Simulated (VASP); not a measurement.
# GeS (Pnma) in VASP: further runs

Runs on GeS. Level: PBE. Tasks: single point.

All numbers are computed with VASP 6.6.1; they aren't measurements. Logs are shortened: lines on timing, memory, paths and dates and some standing lists are left out, and cuts for length are marked.

**1. The cell of the first run**

It takes space group Pnma (No. 62, orthorhombic). The conventional cell has a = 11.724 Å, b = 3.668 Å, c = 4.450 Å, α = 90.00°, β = 90.00°, γ = 90.00°. Ge (site symmetry m) has 5 S at 2.46 to 3.39 Å within 3.4 Å. S (site symmetry m) has 5 Ge at 2.46 to 3.39 Å within 3.4 Å.

**2. Single point, PBE (strain +0.0875 x Voigt [1, 0, 0, 0, 0, 0])**

File INCAR:

```
SYSTEM = GeS
ALGO = Normal ; EDIFF = 1E-6
ENCUT = 500 ; GGA = PE
GGA_COMPAT = .FALSE. ; ISIF = 2
ISMEAR = 0 ; LASPH = .TRUE.
LCHARG = .FALSE. ; LREAL = .FALSE.
LWAVE = .FALSE. ; NBANDS = 50
NELM = 120 ; PREC = Accurate
SIGMA = 0.05
```

File KPOINTS:

```
k-points
0
G
  4 8 6
  0 0 0
```

File POSCAR:

```
GeS
1.0
   11.7238062933      0.0000000000      0.0000000000
    0.0000000000      3.6678294942      0.0000000000
    0.0000000000      0.0000000000      4.4504162674
Ge S
4 4
Direct
    0.1259048197      0.2500000000      0.1349203576
    0.8740951803      0.7500000000      0.8650796424
    0.3740951803      0.7500000000      0.6349203576
    0.6259048197      0.2500000000      0.3650796424
    0.8471176922      0.2500000000      0.5025596800
    0.1528823078      0.7500000000      0.4974403200
    0.6528823078      0.7500000000      0.0025596800
    0.3471176922      0.2500000000      0.9974403200
```

Potentials or basis: VASP PAW PBE potentials, release 64 (Ge_d, S).

Run with:

```sh
> cat potpaw_PBE.64/Ge_d/POTCAR potpaw_PBE.64/S/POTCAR > POTCAR
> mpirun -np 1 vasp_std > vasp.out
```

OUTCAR:

```text
SYSTEM = GeS
   EDIFF = 1E-6
   ENCUT = 500
   GGA = PE
   ISIF = 2
   ISMEAR = 0
   LASPH = .TRUE.
   LREAL = .FALSE.
   NELM = 120
   PREC = Accurate

 ion  position               nearest neighbor table
   1  0.126  0.250  0.135-   6 2.46   6 2.46   8 2.66
   2  0.874  0.750  0.865-   5 2.46   5 2.46   7 2.66
   3  0.374  0.750  0.635-   8 2.46   8 2.46   6 2.66
   4  0.626  0.250  0.365-   7 2.46   7 2.46   5 2.66
   5  0.847  0.250  0.503-   2 2.46   2 2.46   4 2.66
   6  0.153  0.750  0.497-   1 2.46   1 2.46   3 2.66
   7  0.653  0.750  0.003-   4 2.46   4 2.46   2 2.66
   8  0.347  0.250  0.997-   3 2.46   3 2.46   1 2.66

  LATTYP: Found a simple orthorhombic cell.
 ALAT       =     3.6678294942
 B/A-ratio  =     1.2133650908
 C/A-ratio  =     3.1963880305

  Lattice vectors:

 A1 = (   0.0000000000,   3.6678294942,   0.0000000000)
 A2 = (   0.0000000000,   0.0000000000,   4.4504162674)
 A3 = (  11.7238062933,   0.0000000000,   0.0000000000)

Analysis of symmetry for initial positions (statically):
=====================================================================
 Subroutine PRICEL returns:
 Original cell was already a primitive cell.

 Routine SETGRP: Setting up the symmetry group for a
 simple orthorhombic supercell.

 Subroutine GETGRP returns: Found  8 space group operations
 (whereof  2 operations were pure point group operations)
 out of a pool of  8 trial point group operations.

The static configuration has the point symmetry S_2 .
 The point group associated with its full space group is D_2h.

Analysis of symmetry for dynamics (positions and initial velocities):
=====================================================================
 Subroutine PRICEL returns:
 Original cell was already a primitive cell.

 Routine SETGRP: Setting up the symmetry group for a
 simple orthorhombic supercell.

 Subroutine GETGRP returns: Found  8 space group operations
 (whereof  2 operations were pure point group operations)
 out of a pool of  8 trial point group operations.

The dynamic configuration has the point symmetry S_2 .
 The point group associated with its full space group is D_2h.

 Subroutine INISYM returns: Found  8 space group operations
 (whereof  2 operations are pure point group operations),
 and found     1 'primitive' translations

----------------------------------------------------------------------------------------

                                     Primitive cell

  volume of cell :     191.3720

  direct lattice vectors                    reciprocal lattice vectors
    11.723806293  0.000000000  0.000000000     0.085296530  0.000000000  0.000000000
     0.000000000  3.667829494  0.000000000     0.000000000  0.272640809  0.000000000
     0.000000000  0.000000000  4.450416267     0.000000000  0.000000000  0.224698082

  length of vectors
    11.723806293  3.667829494  4.450416267     0.085296530  0.272640809  0.224698082

  position of ions in fractional coordinates (direct lattice)
     0.125904820  0.250000000  0.134920358
     0.874095180  0.750000000  0.865079642
     0.374095180  0.750000000  0.634920358
     0.625904820  0.250000000  0.365079642
     0.847117692  0.250000000  0.502559680
     0.152882308  0.750000000  0.497440320
     0.652882308  0.750000000  0.002559680
     0.347117692  0.250000000  0.997440320

  ion indices of the primitive-cell ions
   primitive index   ion index
                 1           1
                 2           2
                 3           3
                 4           4
                 5           5
                 6           6
                 7           7
                 8           8

----------------------------------------------------------------------------------------

 KPOINTS: k-points

Automatic generation of k-mesh.
 Grid dimensions read from file:
 generate k-points for:    4    8    6

 Generating k-lattice:

  Cartesian coordinates                     Fractional coordinates (reciprocal lattice)
     0.021324133  0.000000000  0.000000000     0.250000000  0.000000000  0.000000000
     0.000000000  0.034080101  0.000000000     0.000000000  0.125000000  0.000000000
     0.000000000  0.000000000  0.037449680     0.000000000  0.000000000  0.166666667

  Length of vectors
     0.021324133  0.034080101  0.037449680

  Shift w.r.t. Gamma in fractional coordinates (k-lattice)
     0.000000000  0.000000000  0.000000000

 Subroutine IBZKPT returns following result:
 ===========================================

 Found     60 irreducible k-points:

 Following reciprocal coordinates:
            Coordinates               Weight
  0.000000  0.000000  0.000000      1.000000
  0.250000  0.000000  0.000000      2.000000
  0.500000  0.000000  0.000000      1.000000
  0.000000  0.125000  0.000000      2.000000
  0.250000  0.125000  0.000000      4.000000
  0.500000  0.125000  0.000000      2.000000
[... 16 lines left out ...]
  0.250000  0.250000  0.166667      8.000000
  0.500000  0.250000  0.166667      4.000000
 [... further k-points ...]
   k-points           NKPTS =     60   k-points in BZ     NKDIM =     60   number of bands    NBANDS=     50
   number of dos      NEDOS =    301   number of ions     NIONS =      8
   total plane-waves  NPLWV =  80640
   dimension x,y,z NGX =    90 NGY =   28 NGZ =   32
   dimension x,y,z NGXF=   180 NGYF=   56 NGZF=   64
   ions per type =               4   4
   NGX,Y,Z   is equivalent  to a cutoff of  12.76, 12.69, 11.95 a.u.
   NGXF,Y,Z  is equivalent  to a cutoff of  25.52, 25.38, 23.91 a.u.
 SYSTEM =  GeS
   PREC   = accura    normal or accurate (medium, high low for compatibility)
   ISTART =      0    job   : 0-new  1-cont  2-samecut
   ICHARG =      2    charge: 1-file 2-atom 10-const
   ISPIN  =      1    spin polarized calculation?
   LNONCOLLINEAR =      F non collinear calculations
   LSORBIT =      F    spin-orbit coupling
   LASPH  =      T    aspherical Exc in radial PAW
   ENCUT  =  500.0 eV  36.75 Ry    6.06 a.u.  21.38  6.69  8.11*2*pi/ulx,y,z
   NELM   =    120;   NELMIN=  2; NELMDL= -5     # of ELM steps
   EDIFF  = 0.1E-05   stopping-criterion for ELM
   LREAL  =      F    real-space projection
[... 7 lines left out ...]
   TEBEG  =    0.0;   TEEND  =   0.0 temperature during run
   PSTRESS=    0.0 pullay stress
   NELECT =      80.0000    total number of electrons
   NUPDOWN=      -1.0000    fix difference up-down
   EMIN   =  10.00;   EMAX   =-10.00  energy-range for DOS
   EFERMI =   0.00;   METHOD = LEGACY
   ISMEAR =     0;   SIGMA  =   0.05  broadening in eV -4-tet -1-fermi 0-gaus
   EFERMI_NEDOS =   21; number of points for ismear=-14 and -15
   IALGO  =     38    algorithm
   IMIX   =      4    mixing-type and parameters
     AMIX     =   0.40;   BMIX     =  1.00
     AMIX_MAG =   1.60;   BMIX_MAG =  1.00
  volume/ion in A,a.u.               =      23.92       161.43
  Fermi-wavevector in a.u.,A,eV,Ry     =   1.224086  2.313188 20.386795  1.498387
  Thomas-Fermi vector in A             =   2.359174
   LORBIT       =      0    0 simple, 1 ext, 2 COOP (PROOUT), +10 PAW based schemes
   GGA     = PE    functional components
   LHFCALC =     F    Hartree Fock is set to
   AEXX    =    0.0000 exact exchange contribution
   IVDW    =     0    specifies the selected vdW correction
   LEPSILON=     F    determine dielectric tensor
   LRPA    =     F    only Hartree local field effects (RPA)
 non-spin polarized calculation
 Gauss-broadening in eV      SIGMA  =   0.05
  energy-cutoff  :      500.00
  volume of cell :      191.37
 maximum number of plane-waves:      4888
 NGX is ok and might be reduce to    90
   NGX = 43   NGY = 13   NGZ = 17

 number of electron      79.9999984 magnetization

 Free energy of the ion-electron system (eV)
  ---------------------------------------------------
  ext. energy  EPLUGINS =         0.00000000
  ---------------------------------------------------
  free energy    TOTEN  =       -36.30434001 eV

  energy without entropy =      -36.30434001  energy(sigma->0) =      -36.30434001

 E-fermi :   3.6777     XC(G=0):  -9.3562

 val. band max:        3.4280958989   @ k =   0.0000   0.0000   0.0000
 cond. band min:       4.2268290517   @ k =   0.0000   0.0000   0.0000
 fundamental gap:      0.7987331529
 Fermi energy:         3.6777391297

 k-point     1 :       0.0000    0.0000    0.0000
  band No.  band energies     occupation
      1     -20.9546      2.00000
      2     -20.9529      2.00000
      3     -20.9497      2.00000
      4     -20.9482      2.00000
      5     -20.9382      2.00000
      6     -20.9379      2.00000
[... 42 lines left out ...]
     49       8.3868      0.00000
     50       8.7920      0.00000

 k-point     2 :       0.2500    0.0000    0.0000
  band No.  band energies     occupation
      1     -20.9544      2.00000
      2     -20.9532      2.00000
      3     -20.9494      2.00000
      4     -20.9484      2.00000
      5     -20.9382      2.00000
      6     -20.9380      2.00000
[... 42 lines left out ...]
     49       8.2278      0.00000
     50       8.5690      0.00000

 k-point     3 :       0.5000    0.0000    0.0000
  band No.  band energies     occupation
      1     -20.9539      2.00000
      2     -20.9539      2.00000
      3     -20.9488      2.00000
      4     -20.9488      2.00000
      5     -20.9381      2.00000
      6     -20.9381      2.00000
[... 42 lines left out ...]
     49       8.2121      0.00000
     50       8.2121      0.00000

 k-point     4 :       0.0000    0.1250    0.0000
  band No.  band energies     occupation
      1     -20.9530      2.00000
      2     -20.9515      2.00000
      3     -20.9483      2.00000
      4     -20.9470      2.00000
      5     -20.9388      2.00000
      6     -20.9386      2.00000
[... 999 lines left out ...]
 k-point    23 :       0.2500    0.2500    0.1667
  band No.  band energies     occupation
      1     -20.9489      2.00000
      2     -20.9482      2.00000
      3     -20.9454      2.00000
      4     -20.9448      2.00000
      5     -20.9404      2.00000
      6     -20.9404      2.00000
[... 42 lines left out ...]
     49       7.9396      0.00000
     50       8.3044      0.00000

 k-point    24 :       0.5000    0.2500    0.1667
  band No.  band energies     occupation
      1     -20.9486      2.00000
      2     -20.9486      2.00000
      3     -20.9451      2.00000
      4     -20.9451      2.00000
      5     -20.9404      2.00000
      6     -20.9404      2.00000
[... 42 lines left out ...]
     49       8.0151      0.00000
     50       8.0151      0.00000

 [... further k-points ...]
[... 5 lines left out ...]
  --------------------------------------------------------------------------------------
  -------------------------------------------------------------------------------------
  Total       -7.3192910     -2.6467401     -2.1292894      0.0000000     -0.0000000      0.0000000
  in kB      -61.2775211    -22.1586591    -17.8265319      0.0000000     -0.0000000      0.0000000
  external PRESSURE =     -33.7542374 kB  Pullay stress =       0.0000000 kB

 VOLUME and BASIS-vectors are now :
 -----------------------------------------------------------------------------
  energy-cutoff  :      500.00
  volume of cell :      191.37
      direct lattice vectors                 reciprocal lattice vectors
    11.723806293  0.000000000  0.000000000     0.085296530  0.000000000  0.000000000
     0.000000000  3.667829494  0.000000000     0.000000000  0.272640809  0.000000000
     0.000000000  0.000000000  4.450416267     0.000000000  0.000000000  0.224698082

 POSITION                                       TOTAL-FORCE (eV/Angst)
 -----------------------------------------------------------------------------------
      1.47608      0.91696      0.60045         0.571242      0.000000      0.183098
     10.24772      2.75087      3.84996        -0.571242      0.000000     -0.183098
      4.38582      2.75087      2.82566        -0.571242      0.000000      0.183098
      7.33799      0.91696      1.62476         0.571242     -0.000000     -0.183098
      9.93144      0.91696      2.23660        -0.419729     -0.000000      0.141969
      1.79236      2.75087      2.21382         0.419729     -0.000000     -0.141969
      7.65427      2.75087      0.01139         0.419729      0.000000      0.141969
      4.06954      0.91696      4.43902        -0.419729     -0.000000     -0.141969
 -----------------------------------------------------------------------------------
    total drift:                                0.000000      0.000000      0.000000

  FREE ENERGIE OF THE ION-ELECTRON SYSTEM (eV)
  ---------------------------------------------------
  free  energy   TOTEN  =       -36.3043400079 eV

  energy  without entropy=      -36.3043400079  energy(sigma->0) =      -36.30434001
```

Run time: 6.5 min. Hardware: 1 thread of Oxide Virtual Turin-like, shared host; peak memory 0.49 GiB.

What came out:

```yaml
Free_energy: -36.3043 eV
Pressure: -3.4 GPa
Largest_force: 0.600 eV/Å
Band_gap_on_the_k_mesh: 0.80 eV
```

Forces in eV/Å, atoms in the order of the input:
```
Ge   0.571  0.000  0.183
Ge  -0.571  0.000 -0.183
Ge  -0.571  0.000  0.183
Ge   0.571  0.000 -0.183
S   -0.420  0.000  0.142
S    0.420  0.000 -0.142
S    0.420  0.000  0.142
S   -0.420  0.000 -0.142
```

Levels at points of the mesh, in eV from the valence-band top:
```csv
k point,band 37,band 38,band 39,band 40,band 41,band 42,band 43,band 44
"(0.00, 0.00, 0.00)",-1.56,-1.20,-0.59,0.00,0.80,2.39,2.98,3.11
"(0.50, 0.00, 0.00)",-1.67,-1.67,-0.28,-0.28,1.85,1.85,2.83,2.83
"(0.00, 0.50, 0.00)",-1.32,-1.32,-1.07,-1.07,1.31,1.31,1.85,1.85
"(0.50, 0.50, 0.00)",-1.29,-1.29,-1.29,-1.29,1.75,1.75,1.75,1.75
"(0.00, 0.00, 0.50)",-0.65,-0.65,-0.05,-0.05,1.85,1.85,2.25,2.25
"(0.50, 0.00, 0.50)",-0.44,-0.44,-0.08,-0.08,1.84,1.84,2.34,2.34
"(0.00, 0.50, 0.50)",-1.73,-1.73,-1.26,-1.26,2.62,2.62,2.85,2.85
"(0.50, 0.50, 0.50)",-1.39,-1.39,-1.39,-1.39,2.56,2.56,2.56,2.56
```

Caveat: the cell differs from its parent crystal (strain +0.0875 x Voigt [1, 0, 0, 0, 0, 0]); the cell stands under tension. A k mesh can miss the band edges.

**3. Single point, PBE (strain -0.0750 x Voigt [1, 0, 0, 0, 0, 0])**

File INCAR:

```
SYSTEM = GeS
PREC = Accurate ; ENCUT = 500
EDIFF = 1E-6 ; ISMEAR = 0
SIGMA = 0.05 ; LREAL = .FALSE.
LASPH = .TRUE. ; NELM = 120
ALGO = Normal ; ISIF = 2
LWAVE = .FALSE. ; LCHARG = .FALSE.
GGA = PE ; NBANDS = 50
GGA_COMPAT = .FALSE.
```

File KPOINTS:

```
Automatic mesh
0
G
  4 8 6
  0 0 0
```

POSCAR, as its differences from that of step 2:

```diff
@@ -2,3 +2,3 @@
 1.0
-   11.7238062933      0.0000000000      0.0000000000
+    9.9719731690      0.0000000000      0.0000000000
     0.0000000000      3.6678294942      0.0000000000
```

Potentials or basis: VASP PAW PBE potentials, release 64 (Ge_d, S).

Run with:

```sh
> cat potpaw_PBE.64/Ge_d/POTCAR potpaw_PBE.64/S/POTCAR > POTCAR
> mpirun -np 1 vasp_std > vasp.out
```

Run time: 9.3 min. Hardware: 1 thread of Oxide Virtual Turin-like, shared host; peak memory 0.44 GiB.

It converged, with:

```yaml
Free_energy: -36.2023 eV
Pressure: 5.7 GPa
Largest_force: 1.046 eV/Å
Band_gap_on_the_k_mesh: 1.29 eV (least direct gap 1.59 eV)
```

Forces in eV/Å, atoms in the order of the input:
```
Ge  -1.046  0.000  0.023
Ge   1.046  0.000 -0.023
Ge   1.046  0.000  0.023
Ge  -1.046  0.000 -0.023
S    0.969  0.000  0.125
S   -0.969  0.000 -0.125
S   -0.969  0.000  0.125
S    0.969  0.000 -0.125
```

Stress tensor (GPa, compression positive):
```
12.11  0.00  0.00
 0.00  2.32  0.00
 0.00  0.00  2.62
```

Levels at points of the mesh, in eV from the valence-band top:
| k point | band 37 | band 38 | band 39 | band 40 | band 41 | band 42 | band 43 | band 44 |
| --- | --- | --- | --- | --- | --- | --- | --- | --- |
| (0.00, 0.00, 0.00) | -1.55 | -1.01 | -0.29 | 0.00 | 2.02 | 2.54 | 2.57 | 2.79 |
| (0.50, 0.00, 0.00) | -1.82 | -1.82 | -0.34 | -0.34 | 2.27 | 2.27 | 2.82 | 2.82 |
| (0.00, 0.50, 0.00) | -1.60 | -1.60 | -1.10 | -1.10 | 1.47 | 1.47 | 1.58 | 1.58 |
| (0.50, 0.50, 0.00) | -1.61 | -1.61 | -1.61 | -1.61 | 1.81 | 1.81 | 1.81 | 1.81 |
| (0.00, 0.00, 0.50) | -1.18 | -1.18 | -0.38 | -0.38 | 1.63 | 1.63 | 2.79 | 2.79 |
| (0.50, 0.00, 0.50) | -1.17 | -1.17 | -0.46 | -0.46 | 1.71 | 1.71 | 2.46 | 2.46 |
| (0.00, 0.50, 0.50) | -2.07 | -2.07 | -1.10 | -1.10 | 3.22 | 3.22 | 3.62 | 3.62 |
| (0.50, 0.50, 0.50) | -1.16 | -1.16 | -1.16 | -1.16 | 3.25 | 3.25 | 3.25 | 3.25 |

Caveat: the cell differs from its parent crystal (strain -0.0750 x Voigt [1, 0, 0, 0, 0, 0]); the stress differs along the axes, from 2 to 12 GPa; forces of over 1 eV/Å act on the atoms, so gaps and moduli don't describe the material at rest. A k mesh can miss the band edges.
